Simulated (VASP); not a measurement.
A run of VASP 6.6.1 is set up as follows.

File INCAR:

```
SYSTEM = Sc4Al
ALGO = Fast
EDIFF = 1E-6
ENCUT = 520
GGA = PE
ISIF = 2
ISMEAR = 0
LASPH = .TRUE.
LCHARG = .FALSE.
LREAL = .FALSE.
LWAVE = .FALSE.
NBANDS = 32
NELM = 60
PREC = Accurate
SIGMA = 0.1
```

Contents of KPOINTS:

```
k-points
0
G
  6 6 6
  0 0 0
```

The input POSCAR:

```
Sc4Al
1.0
   -3.5388838974      3.5388838974      2.2257601676
    3.5388838974     -3.5388838974      2.2257601676
    3.5388838974      3.5388838974     -2.2257601676
Sc Al
4 1
Direct
    0.7990452243      0.3927431120      0.1917883363
    0.3927431120      0.2009547757      0.5936978878
    0.6072568880      0.7990452243      0.4063021122
    0.2009547757      0.6072568880      0.8082116637
    0.0000000000      0.0000000000      0.0000000000
```

Potentials or basis: VASP PAW PBE potentials, release 64 (Sc_sv, Al).

The run is started by

```bash
$ cat potpaw_PBE.64/Sc_sv/POTCAR potpaw_PBE.64/Al/POTCAR > POTCAR
$ mpirun -np 1 vasp_std > vasp.out
```

Question: Predict the largest force.

Answer: 0.034 eV/Å.

Question: Predict the pressure.

Answer: 0.2 GPa.

Stress tensor (GPa, compression positive):
```
0.11 0.00 0.00
0.00 0.11 0.00
0.00 0.00 0.25
```
